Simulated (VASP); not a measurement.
Input of a VASP 6.6.1 run:

The input INCAR:

```
PREC     = Accurate       # precision mode
ENCUT    = 520            # plane-wave cutoff, eV
EDIFF    = 1E-7           # SCF threshold, eV
ISMEAR   = 0              # smearing method
SIGMA    = 0.05           # smearing width, eV
LREAL    = F              # projectors in reciprocal space
LASPH    = T              # aspherical terms in the spheres
NELM     = 60             # most SCF steps
ALGO     = Normal         # electronic algorithm
ISIF     = 2              # what is computed and relaxed
LWAVE    = F              # write WAVECAR
LCHARG   = T              # write CHGCAR
GGA      = CA             # functional
LELF     = T              # ELF
LVHAR    = T            
NBANDS   = 20             # bands
```

File KPOINTS:

```
regular mesh
0
Gamma
  8 8 8
```

File POSCAR:

```
ScSi3
1.0
    3.9655533451      0.0000000000      0.0000000000
    0.0000000000      3.9655533451      0.0000000000
    0.0000000000      0.0000000000      3.9655533451
Sc Si
1 3
Direct
    0.0000000000      0.0000000000      0.0000000000
    0.0000000000      0.5000000000      0.5000000000
    0.5000000000      0.5000000000      0.0000000000
    0.5000000000      0.0000000000      0.5000000000
```

Potentials or basis: VASP PAW LDA potentials, release 64 (Sc_sv, Si).

Run with:

```bash
$ cat potpaw_LDA.64/Sc_sv/POTCAR potpaw_LDA.64/Si/POTCAR > POTCAR
$ mpirun -np 1 vasp_std > vasp.out
```

(1) What does it give for the pressure?

Results:

(1) -5.1 GPa.
